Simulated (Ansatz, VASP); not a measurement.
## W: VASP beside Ansatz

```xyz
1
Lattice="-1.5970 1.5970 1.5970 1.5970 -1.5970 1.5970 1.5970 1.5970 -1.5970" Properties=species:S:1:pos:R:3 pbc="T T T"
W     0.0000    0.0000    0.0000
```

Alike in both runs: functional revPBE; k mesh 14 × 14 × 14; occupations fermi-dirac, width 0.1 eV; no spin polarisation.

Ansatz relaxed the structure, and its values are those at the end. VASP's run is a single point on that final structure, the one shown.

|  | VASP | Ansatz |
| --- | --- | --- |
| version | VASP 6.6.1 | Ansatz 0.2.0 |
| potentials or method | VASP PAW PBE potentials, release 64 (W_sv), cutoff 520 eV | plane waves (420 eV) with PAW, scalar-relativistic |
| valence electrons in the cell | 14 | 14 |

Ansatz gave:

```
pressure (GPa) : 0.0
```

Q: Which values does VASP return?

A: Pressure (GPa): 0.4.

VASP's potentials were made for PBE, not for revPBE.

Spin-orbit coupling is off throughout.
